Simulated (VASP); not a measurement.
Runs of VASP 6.6.1 on MgO. The structure is that of space group P6_3/mmc (No. 194), or close to it. The cells are those of the table. 

| potentials or basis | cell | cutoff (eV) | second run | gap on the mesh (eV) | pressure (GPa) |
| --- | --- | --- | --- | --- | --- |
| VASP PAW PBE potentials, release 64 (Mg_sv, O) | a = 3.427, b = 3.427, c = 4.107 Å, angles 90.0, 90.0, 120.0°, 4 atoms | 660 | valence_matched | 4.38 | 7.9 |
| VASP PAW PBE potentials, release 64 (Mg, O) | a = 3.498, b = 3.498, c = 4.192 Å, angles 90.0, 90.0, 120.0°, 4 atoms | 520 | - | 4.03 | -2.0 |
| VASP PAW PBE potentials, release 64 (Mg_sv, O) | a = 3.498, b = 3.498, c = 4.192 Å, angles 90.0, 90.0, 120.0°, 4 atoms | 660 | valence_matched | (b) | (a) |
| VASP PAW PBE potentials, release 64 (Mg, O) | a = 3.532, b = 3.532, c = 4.233 Å, angles 90.0, 90.0, 120.0°, 4 atoms | 520 | - | 3.88 | -5.7 |
| VASP PAW PBE potentials, release 64 (Mg_sv, O) | a = 3.463, b = 3.463, c = 4.150 Å, angles 90.0, 90.0, 120.0°, 4 atoms | 660 | valence_matched | (c) | 2.8 |

Alike in all rows: task single point; level r2SCAN; no spin polarisation; k mesh 6 × 6 × 6; smearing gaussian 0.01 eV.

Task: Estimate the missing entries.

Result: (a) -1.5; (b) 4.06; (c) 4.22.

Caveats: the PAW data sets were made with another functional, which shifts forces and pressure a little.

The runs don't all hold the same shells in valence.
